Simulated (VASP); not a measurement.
Set up this calculation in VASP 6.6.1, as the native input.

* Task: single point
* Functional: r2SCAN
* Potentials or basis: VASP PAW PBE potentials, release 64 (Pb_d)
* Cutoff: 520 eV
* k mesh: 6 × 6 × 6
* Occupations: gaussian, width 0.1 eV
* Spin: no spin polarisation
* Dipole correction: no
* Further INCAR settings: ALGO = Normal; EDIFF = 1e-06; NBANDS = 28

Pb:

```
CELL_PARAMETERS angstrom
4.28931 0.00000 0.00000
-2.14466 3.71465 0.00000
0.00000 0.00000 2.65223
ATOMIC_POSITIONS crystal
Pb 0.00000 0.00000 0.00000
Pb 0.33333 0.66667 0.50000
Pb 0.66667 0.33333 0.50000
```

The input as run:

POSCAR

```
Pb
1.0
    4.2893122621      0.0000000000      0.0000000000
   -2.1446561311      3.7146533838      0.0000000000
    0.0000000000      0.0000000000      2.6522274270
Pb
3
Direct
    0.0000000000      0.0000000000      0.0000000000
    0.3333333333      0.6666666667      0.5000000000
    0.6666666667      0.3333333333      0.5000000000
```

INCAR.step1

```
  PREC = Accurate
  ENCUT = 520
  ISMEAR = 0
  SIGMA = 0.1
  LREAL = F
  LASPH = T
  NELM = 100
  NBANDS = 28
  GGA = PE
  ALGO = Normal
  EDIFF = 1E-4
  LWAVE = T
  LCHARG = F
```

INCAR.step2

```
  PREC = Accurate
  ENCUT = 520
  EDIFF = 1E-6
  ISMEAR = 0
  SIGMA = 0.1
  LREAL = F
  LASPH = T
  NELM = 100
  ALGO = Normal
  ISIF = 2
  LWAVE = F
  LCHARG = T
  METAGGA = R2SCAN
  LMIXTAU = T
  LELF = T
  LVHAR = T
  NBANDS = 28
  ISTART = 1
```

KPOINTS

```
regular mesh
0
Gamma
  6 6 6
```

Potentials or basis: VASP PAW PBE potentials, release 64 (Pb_d).

Launch:

```sh
$ cat potpaw_PBE.64/Pb_d/POTCAR > POTCAR
$ cp INCAR.step1 INCAR
$ mpirun -np 1 vasp_std > vasp.out
$ cp INCAR.step2 INCAR
$ mpirun -np 1 vasp_std > vasp.out
```

It gave:

```
Pressure               : 249.1 GPa
Band gap on the k mesh : zero (band 21 reaches 24.37 eV, above the bottom of band 22 at 15.93 eV)
```

Caveat: the k points lie up to 0.39 Å⁻¹ apart; the PAW data sets were made with another functional, which shifts forces and pressure a little; spin-orbit coupling is left out, which moves the levels of the heavy elements.

It took 66 s on 1 thread of Intel Xeon 6975P-C, on a shared host, peak memory 0.17 GiB.
